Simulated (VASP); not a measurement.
Set up this calculation in VASP 6.6.1, as the native input.

```
Task                   : relaxation of cell and atoms
Functional             : PBE
Potentials or basis    : VASP PAW PBE potentials, release 64 (Pb_d, Se)
Cutoff                 : 600 eV
k mesh                 : 10 × 10 × 10
Occupations            : gaussian, width 0.02 eV
Spin                   : no spin polarisation
Dipole correction      : no
Further INCAR settings : ALGO = Normal; EDIFF = 1e-07; IBRION = 2; EDIFFG = -0.01; NSW = 100; ISIF = 3
```

The structure of PbSe lies in POSCAR:

```
PbSe
1.0
    0.0000000000      3.0908236500      3.0908236500
    3.0908236500      0.0000000000      3.0908236500
    3.0908236500      3.0908236500      0.0000000000
Pb Se
1 1
Direct
    0.0000000000      0.0000000000      0.0000000000
    0.5000000000      0.5000000000      0.5000000000
```

One way to write it, as run:

INCAR

```
PREC = Accurate
ENCUT = 600
EDIFF = 1E-7
ISMEAR = 0
SIGMA = 0.02
LREAL = F
LASPH = T
NELM = 80
ALGO = Normal
ISIF = 3
LWAVE = F
LCHARG = F
GGA = PE
IBRION = 2
NSW = 100
EDIFFG = -0.01
```

KPOINTS

```
Automatic mesh
0
Gamma
  10 10 10
```

Potentials or basis: VASP PAW PBE potentials, release 64 (Pb_d, Se).

The run is started by

```sh
$ cat potpaw_PBE.64/Pb_d/POTCAR potpaw_PBE.64/Se/POTCAR > POTCAR
$ mpirun -np 1 vasp_std > vasp.out
```

Results of the run:

```
Relaxed volume                         : 30.06 Å³/atom
Relaxed cell                           : a = 4.397 Å, b = 4.397 Å, c = 4.397 Å, α = 60.00°, β = 60.00°, γ = 60.00°
Space group after relaxing (to 0.05 Å) : Fm-3m (No. 225)
Energy gained by relaxing              : 1.4 meV/atom
Ionic steps                            : 3
Pressure after relaxing                : 0.0 GPa
Band gap on the k mesh                 : 0.44 eV, direct
```

Caveat: spin-orbit coupling is left out, which moves the levels of the heavy elements.

It took 3 min on 1 thread of AMD EPYC 7R43 64-Core Processor (Zen 3), on a shared host, peak memory 0.21 GiB.
